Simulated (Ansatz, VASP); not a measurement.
**TiAl: VASP beside Ansatz**

```
Ti Al
1.0
     3.20012    0.00000    0.00000
     0.00000    3.20012    0.00000
     0.00000    0.00000    3.20012
Ti Al
1 1
Direct
  0.00000 0.00000 0.00000
  0.50000 0.50000 0.50000
```

Alike in both runs: task single point; functional r2SCAN; k mesh 8 × 8 × 8; occupations fermi-dirac, width 0.05 eV; no spin polarisation.

```csv
,VASP,Ansatz
version,VASP 6.6.1,Ansatz 0.2.0
potentials or method,"VASP PAW PBE potentials, release 64 (Ti_sv, Al)",Ansatz PAW
plane-wave cutoff (eV),520,500
valence electrons in the cell,15,15
```

Ansatz gave:

* gap on the k mesh at the Fermi level (eV): none
* pressure (GPa): -2.9

Question: Which values does VASP return?

Answer: gap on the k mesh at the Fermi level (eV): none; pressure (GPa): -2.8.

VASP's potentials were made for PBE, not for r2SCAN. A gap of «none» marks a metal or a gap that the smearing closes.
